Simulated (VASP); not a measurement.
# PbSe in VASP: a series of runs

PbSe is run at these levels: r2SCAN, PBE+D4, PBE; tasks: single point, relaxation of cell and atoms.

All numbers are computed with VASP 6.6.1; they aren't measurements. Logs are shortened: lines on timing, memory, paths and dates and some standing lists are left out, and cuts for length are marked.

### Step 1. The cell of the first run

The typed cell holds 4 atoms: a = 7.225 Å, b = 4.347 Å, c = 7.225 Å, α = 72.49°, β = 35.01°, γ = 72.49°.

### Step 2. Single point, r2SCAN

POSCAR

```
PbSe
1.0
    0.0000000000      6.5386896052      3.0736697802
    3.0736711420      0.0000000000      3.0736697802
    3.0736711420      6.5386896052      0.0000000000
Pb Se
2 2
Direct
    0.1324252531      0.8506268962      0.1493731038
    0.8506268962      0.1324252531      0.8675747469
    0.6373131566      0.3456356941      0.6543643059
    0.3456356941      0.6373131566      0.3626868434
```

INCAR.step1

```
PREC     = Accurate       # precision mode
ENCUT    = 520            # plane-wave cutoff, eV
ISMEAR   = 0              # smearing method
SIGMA    = 0.01           # smearing width, eV
LREAL    = False          # projectors in reciprocal space
LASPH    = True           # aspherical terms in the spheres
NELM     = 80             # most SCF steps
NBANDS   = 28             # bands
GGA      = PE             # functional
ALGO     = Normal         # electronic algorithm
EDIFF    = 1E-4           # SCF threshold, eV
LWAVE    = True           # write WAVECAR
LCHARG   = False          # write CHGCAR
```

INCAR.step2

```
PREC     = Accurate       # precision mode
ENCUT    = 520            # plane-wave cutoff, eV
EDIFF    = 1E-6           # SCF threshold, eV
ISMEAR   = 0              # smearing method
SIGMA    = 0.01           # smearing width, eV
LREAL    = False          # projectors in reciprocal space
LASPH    = True           # aspherical terms in the spheres
NELM     = 80             # most SCF steps
ALGO     = Normal         # electronic algorithm
ISIF     = 2              # what is computed and relaxed
LWAVE    = False          # write WAVECAR
LCHARG   = True           # write CHGCAR
METAGGA  = R2SCAN         # meta-GGA
LMIXTAU  = True         
LELF     = True           # ELF
LVHAR    = True         
NBANDS   = 28             # bands
ISTART   = 1
```

KPOINTS

```
Automatic mesh
0
Gamma
  6 6 6
```

Potentials or basis: VASP PAW PBE potentials, release 64 (Pb_d, Se).

Started as:

```
$ cat potpaw_PBE.64/Pb_d/POTCAR potpaw_PBE.64/Se/POTCAR > POTCAR
$ cp INCAR.step1 INCAR
$ mpirun -np 1 vasp_std > vasp.out
$ cp INCAR.step2 INCAR
$ mpirun -np 1 vasp_std > vasp.out
```

OUTCAR:

```text
PREC = Accurate
   ENCUT = 520
   EDIFF = 1E-6
   ISMEAR = 0
   LREAL = False
   LASPH = True
   NELM = 80
   ISIF = 2
   METAGGA = R2SCAN
   ISTART = 1

 ion  position               nearest neighbor table
   1  0.132  0.851  0.149-   4 2.79   3 3.07   3 3.07   3 3.07   3 3.07   2 3.69
   2  0.851  0.132  0.868-   3 2.79   4 3.07   4 3.07   4 3.07   4 3.07   1 3.69
   3  0.637  0.346  0.654-   2 2.79   1 3.07   1 3.07   1 3.07   1 3.07
   4  0.346  0.637  0.363-   1 2.79   2 3.07   2 3.07   2 3.07   2 3.07

  LATTYP: Found a body centered tetragonal cell.
 ALAT       =     4.3468264524
 C/A-ratio  =     3.0084889180

  Lattice vectors:

 A1 = (   0.0000000000,  -6.5386896052,  -3.0736697802)
 A2 = (   0.0000000000,  -6.5386896052,   3.0736697802)
 A3 = (  -3.0736711420,   6.5386896052,   0.0000000000)

Analysis of symmetry for initial positions (statically):
=====================================================================
 Subroutine PRICEL returns:
 Original cell was already a primitive cell.

 Routine SETGRP: Setting up the symmetry group for a
 body centered tetragonal supercell.

 Subroutine GETGRP returns: Found  4 space group operations
 (whereof  4 operations were pure point group operations)
 out of a pool of 16 trial point group operations.

The static configuration has the point symmetry C_2v.

Analysis of symmetry for dynamics (positions and initial velocities):
=====================================================================
 Subroutine PRICEL returns:
 Original cell was already a primitive cell.

 Routine SETGRP: Setting up the symmetry group for a
 body centered tetragonal supercell.

 Subroutine GETGRP returns: Found  4 space group operations
 (whereof  4 operations were pure point group operations)
 out of a pool of 16 trial point group operations.

The dynamic configuration has the point symmetry C_2v.

 Subroutine INISYM returns: Found  4 space group operations
 (whereof  4 operations are pure point group operations),
 and found     1 'primitive' translations

----------------------------------------------------------------------------------------

                                     Primitive cell

  volume of cell :     123.5479

  direct lattice vectors                    reciprocal lattice vectors
     0.000000000  6.538689605  3.073669780    -0.162671925  0.076467921  0.162671997
     3.073671142  0.000000000  3.073669780     0.162671925 -0.076467921  0.162671997
[... 90 lines left out ...]
   LREAL  =      F    real-space projection
   EDIFFG = 0.1E-04   stopping-criterion for IOM
   NSW    =      0    number of steps for IOM
   IBRION =     -1    ionic relax: 0-MD 1-quasi-New 2-CG
   NFREE  =      0    steps in history (QN), initial steepest desc. (CG)
   ISIF   =      2    stress and relaxation
   ISYM   =      2    0-nonsym 1-usesym 2-fastsym
   POTIM  = 0.5000    time-step for ionic-motion
   TEBEG  =    0.0;   TEEND  =   0.0 temperature during run
   PSTRESS=    0.0 pullay stress
   NELECT =      40.0000    total number of electrons
   NUPDOWN=      -1.0000    fix difference up-down
   EMIN   =  10.00;   EMAX   =-10.00  energy-range for DOS
   EFERMI =   0.00;   METHOD = LEGACY
   ISMEAR =     0;   SIGMA  =   0.01  broadening in eV -4-tet -1-fermi 0-gaus
   EFERMI_NEDOS =   21; number of points for ismear=-14 and -15
   IALGO  =     38    algorithm
   IMIX   =      4    mixing-type and parameters
     AMIX     =   0.40;   BMIX     =  1.00
     AMIX_MAG =   1.60;   BMIX_MAG =  1.00
  volume/ion in A,a.u.               =      30.89       208.44
  Fermi-wavevector in a.u.,A,eV,Ry     =   1.124130  2.124297 17.193238  1.263667
  Thomas-Fermi vector in A             =   2.260800
   LORBIT       =      0    0 simple, 1 ext, 2 COOP (PROOUT), +10 PAW based schemes
   METAGGA = R2SCAN    functional components
   LHFCALC =     F    Hartree Fock is set to
   AEXX    =    0.0000 exact exchange contribution
   IVDW    =     0    specifies the selected vdW correction
   LEPSILON=     F    determine dielectric tensor
   LRPA    =     F    only Hartree local field effects (RPA)
 non-spin polarized calculation
 Gauss-broadening in eV      SIGMA  =   0.01
  energy-cutoff  :      520.00
  volume of cell :      123.55
 maximum number of plane-waves:      3360
 NGX is ok and might be reduce to    54
   NGX = 27   NGY = 17   NGZ = 27

 number of electron      40.0000001 magnetization

 Free energy of the ion-electron system (eV)
  ---------------------------------------------------
  ext. energy  EPLUGINS =         0.00000000
  ---------------------------------------------------
  free energy    TOTEN  =      -143.54856065 eV

  energy without entropy =     -143.54856065  energy(sigma->0) =     -143.54856065

 E-fermi :   3.9232     XC(G=0):  -9.6126

 val. band max:        3.8718096105   @ k =   0.0000   0.0000   0.0000
 cond. band min:       4.6943001745   @ k =   0.5000   0.0000   0.5000
 fundamental gap:      0.8224905640
 Fermi energy:         3.9231853000

 k-point     1 :       0.0000    0.0000    0.0000
  band No.  band energies     occupation
      1     -13.3719      2.00000
      2     -13.3262      2.00000
      3     -13.3000      2.00000
      4     -13.2887      2.00000
      5     -13.2824      2.00000
      6     -13.2634      2.00000
[... 733 lines left out ...]
     27       9.8693      0.00000
     28      10.9750      0.00000

 [... further k-points ...]

------------------------ aborting loop because EDIFF is reached ----------------------------------------

  FORCE on cell =-STRESS in cart. coord.  units (eV):
  Direction    XX          YY          ZZ          XY          YZ          ZX
  --------------------------------------------------------------------------------------
  -------------------------------------------------------------------------------------
  Total        0.7000958      0.7208555      0.7001688      0.0000000      0.0000000      0.0000000
  in kB        9.0788889      9.3481026      9.0798358      0.0000000      0.0000000      0.0000000
  external PRESSURE =       9.1689425 kB  Pullay stress =       0.0000000 kB

 VOLUME and BASIS-vectors are now :
 -----------------------------------------------------------------------------
  energy-cutoff  :      520.00
  volume of cell :      123.55
      direct lattice vectors                 reciprocal lattice vectors
     0.000000000  6.538689605  3.073669780    -0.162671925  0.076467921  0.162671997
     3.073671142  0.000000000  3.073669780     0.162671925 -0.076467921  0.162671997
     3.073671142  6.538689605  0.000000000     0.162671925  0.076467921 -0.162671997

 POSITION                                       TOTAL-FORCE (eV/Angst)
 -----------------------------------------------------------------------------------
      3.07367      1.84259      3.02158         0.000000      0.001420     -0.000111
      3.07367     11.23479      3.02158         0.000000     -0.001420     -0.000111
      3.07367      8.44588      3.02126         0.000000      0.005484      0.000111
      3.07367      4.63150      3.02126         0.000000     -0.005484      0.000111
 -----------------------------------------------------------------------------------
    total drift:                                0.000010     -0.000000      0.000055

  FREE ENERGIE OF THE ION-ELECTRON SYSTEM (eV)
  ---------------------------------------------------
  free  energy   TOTEN  =      -143.5485606503 eV

  energy  without entropy=     -143.5485606503  energy(sigma->0) =     -143.54856065
```

OSZICAR.step1:

```text
N       E                     dE             d eps       ncg     rms          rms(c)
DAV:   1     0.412575297539E+03    0.41258E+03   -0.18513E+04  2576   0.146E+03
DAV:   2     0.286097545911E+02   -0.38397E+03   -0.37278E+03  2616   0.388E+02
DAV:   3    -0.147231661578E+02   -0.43333E+02   -0.42383E+02  3388   0.149E+02
DAV:   4    -0.166311358212E+02   -0.19080E+01   -0.19017E+01  3116   0.338E+01
DAV:   5    -0.166962001341E+02   -0.65064E-01   -0.65057E-01  3260   0.663E+00    0.411E+00
DAV:   6    -0.160483834712E+02    0.64782E+00   -0.15085E+00  3524   0.753E+00    0.228E+00
DAV:   7    -0.160466825987E+02    0.17009E-02   -0.35311E-01  3060   0.241E+00    0.133E+00
DAV:   8    -0.160555295234E+02   -0.88469E-02   -0.49996E-02  3204   0.184E+00    0.294E-01
DAV:   9    -0.160525663475E+02    0.29632E-02   -0.12099E-02  3600   0.905E-01    0.817E-02
DAV:  10    -0.160530453192E+02   -0.47897E-03   -0.12910E-03  2580   0.162E-01    0.332E-02
DAV:  11    -0.160531584149E+02   -0.11310E-03   -0.17565E-04  2568   0.861E-02    0.108E-02
DAV:  12    -0.160531623111E+02   -0.38962E-05   -0.17623E-05  1644   0.322E-02
   1 F= -.16053162E+02 E0= -.16053162E+02  d E =-.692790E-21
```

It took 22 min on 1 thread of Intel Xeon 8259CL, shared host; peak memory 0.42 GiB.

What came out:

```yaml
Free_energy: -143.5486 eV
Pressure: 0.9 GPa
Largest_force: 0.005 eV/Å
Band_gap_on_the_k_mesh: 0.82 eV (least direct gap 1.46 eV)
```

Forces in eV/Å, atoms in the order of the input:
```
Pb   0.000  0.001  0.000
Pb   0.000 -0.001  0.000
Se   0.000  0.005  0.000
Se   0.000 -0.005  0.000
```

Caveat: the PAW data sets were made with another functional, which shifts forces and pressure a little; spin-orbit coupling is left out, which moves the levels of the heavy elements. A k mesh can miss the band edges.

### Step 3. Relaxation of cell and atoms, PBE+D4

This run uses another cell than the first one, of 30.51 Å³/atom.

INCAR

```
PREC = Accurate
ENCUT = 600
EDIFF = 1E-6
ISMEAR = -1
SIGMA = 0.02
LREAL = F
LASPH = T
NELM = 100
ALGO = Normal
ISIF = 3
LWAVE = F
LCHARG = F
GGA = PE
IVDW = 13
IBRION = 2
NSW = 80
EDIFFG = -0.005
```

KPOINTS is that of step 2.

POSCAR

```
PbSe
1.0
    0.0000000000      6.4683072635      3.0715737860
    3.0716484042      0.0000000000      3.0715737860
    3.0716484042      6.4683072635      0.0000000000
Pb Se
2 2
Direct
    0.1319616313      0.8511026306      0.1488973694
    0.8511026306      0.1319616313      0.8680383687
    0.6338245840      0.3491121541      0.6508878459
    0.3491121541      0.6338245840      0.3661754160
```

Potentials or basis: VASP PAW PBE potentials, release 64 (Pb_d, Se).

Started as:

```
$ cat potpaw_PBE.64/Pb_d/POTCAR potpaw_PBE.64/Se/POTCAR > POTCAR
$ mpirun -np 1 vasp_std > vasp.out
```

Wall time 8.7 min (1 thread of Intel Xeon 8259CL, shared host); peak memory 0.43 GiB.

The run converged. Its results:

```
Free energy                           : -17.5514 eV
Relaxed volume                        : 30.54 Å³/atom
Relaxed cell                          : a = 7.163 Å, b = 4.345 Å, c = 7.163 Å, α = 72.34°, β = 35.31°, γ = 72.34°
Space group after relaxing (to 0.1 Å) : I4/mmm (No. 139)
Ionic steps                           : 2
Pressure after relaxing               : 0.0 GPa
Largest force after relaxing          : 0.003 eV/Å
Band gap on the k mesh                : 0.59 eV (least direct gap 1.11 eV)
Dispersion energy per atom            : -0.377 eV
```

Forces on the atoms (eV/Å):
```
Pb   0.000  0.003  0.000
Pb   0.000 -0.003  0.000
Se   0.000  0.000  0.000
Se   0.000  0.000  0.000
```

Final structure:
```
CELL_PARAMETERS angstrom
0.00000 6.47026 3.07239
3.07238 0.00000 3.07239
3.07238 6.47026 0.00000
ATOMIC_POSITIONS crystal
Pb 0.13194 0.85112 0.14888
Pb 0.85112 0.13194 0.86806
Se 0.63380 0.34914 0.65086
Se 0.34914 0.63380 0.36620
```

Levels at points of the mesh, in eV from the valence-band top:
```tsv
k point	band 17	band 18	band 19	band 20	band 21	band 22	band 23	band 24
(0.00, 0.00, 0.00)	-2.70	-1.91	-1.91	0.00	3.69	4.37	4.37	4.42
(0.50, 0.00, 0.00)	-1.36	-1.19	-0.64	-0.28	1.07	1.59	1.94	2.42
(0.50, 0.50, 0.00)	-3.43	-3.00	-2.50	-0.96	2.19	4.12	4.62	5.63
(0.50, 0.00, 0.50)	-2.38	-1.62	-1.62	-1.33	0.59	4.04	5.02	5.02
(0.00, 0.50, 0.50)	-3.43	-3.00	-2.50	-0.96	2.19	4.12	4.62	5.63
```

Caveat: spin-orbit coupling is left out, which moves the levels of the heavy elements. A k mesh can miss the band edges.

### Step 4. Single point, PBE, non-collinear spin, zero start, spin-orbit coupling

INCAR

```
PREC = Accurate ; ENCUT = 520
EDIFF = 1E-6 ; ISMEAR = -1
SIGMA = 0.02 ; LREAL = F
LASPH = T ; NELM = 150
ALGO = Normal ; ISIF = 2
LWAVE = F ; LCHARG = F
LNONCOLLINEAR = T ; MAGMOM = 0 0 0 0 0 0 0 0 0 0 0 0
LORBIT = 11 ; LSORBIT = T
GGA_COMPAT = F ; LORBMOM = T
GGA = PE ; NBANDS = 54
```

KPOINTS

```
regular mesh
0
Gamma
  6 6 6
```

POSCAR

```
PbSe
1.0
    0.0000000000      6.5386896052      3.0736697802
    3.0736711420      0.0000000000      3.0736697802
    3.0736711420      6.5386896052      0.0000000000
Pb Se
2 2
Direct
    0.1324252531      0.8506268962      0.1493731038
    0.8506268962      0.1324252531      0.8675747469
    0.6373131566      0.3456356941      0.6543643059
    0.3456356941      0.6373131566      0.3626868434
```

Started as:

```
$ cat potpaw_PBE.64/Pb_d/POTCAR potpaw_PBE.64/Se/POTCAR > POTCAR
$ mpirun -np 1 vasp_ncl > vasp.out
```

Run time: 29 min. Hardware: 1 thread of Oxide Virtual Turin-like, shared host; peak memory 1.1 GiB.

It converged, with:

- Free energy: -16.9291 eV
- Pressure: 1.8 GPa
- Largest force: 0.128 eV/Å
- Net moment: 0.00 μB per cell
- Valence electrons inside the program's atomic spheres: Pb 11.89; Se 3.81

Forces in eV/Å, atoms in the order of the input:
```
Pb   0.000 -0.048  0.000
Pb   0.000  0.048  0.000
Se   0.000 -0.128  0.000
Se   0.000  0.128  0.000
```

Stress tensor (GPa, compression positive):
```
1.76 0.00 0.00
0.00 1.89 0.00
0.00 0.00 1.76
```

Moments on the atoms (μB; x, y, z):
```
Pb  0.00 0.00 0.00
Pb  0.00 0.00 0.00
Se  0.00 0.00 0.00
Se  0.00 0.00 0.00
```

### Step 5. The runs side by side

| task | level | spin | cell | cutoff (eV) | smearing | gap on the mesh (eV) | pressure (GPa) | largest force (eV/Å) |
| --- | --- | --- | --- | --- | --- | --- | --- | --- |
| single point | r2SCAN | off | a = 7.225, b = 4.347 Å, angles 72.5, 35.0, 72.5°, 4 atoms, atomic positions A | 520 | gaussian 0.01 eV | 0.82 | 0.9 | 0.01 |
| relaxation of cell and atoms | PBE+D4 | off | relaxed from a = 7.161, b = 4.344 Å, angles 72.3, 35.3, 72.3°, 4 atoms, atomic positions B | 600 | fermi-dirac 0.02 eV | 0.59 | 0.0 | - |
| single point | PBE | non-collinear, zero start, SOC | a = 7.225, b = 4.347 Å, angles 72.5, 35.0, 72.5°, 4 atoms, atomic positions A | 520 | fermi-dirac 0.02 eV | - | 1.8 | 0.13 |

Alike in all rows: potentials or basis VASP PAW PBE potentials, release 64 (Pb_d, Se); k mesh 6 × 6 × 6.

Caveats: spin-orbit coupling is left out, which moves the levels of the heavy elements (at least some runs); the PAW data sets were made with another functional, which shifts forces and pressure a little (at least some runs).

Total energies depend on the potentials used, so only differences within one code and one set of settings carry meaning.
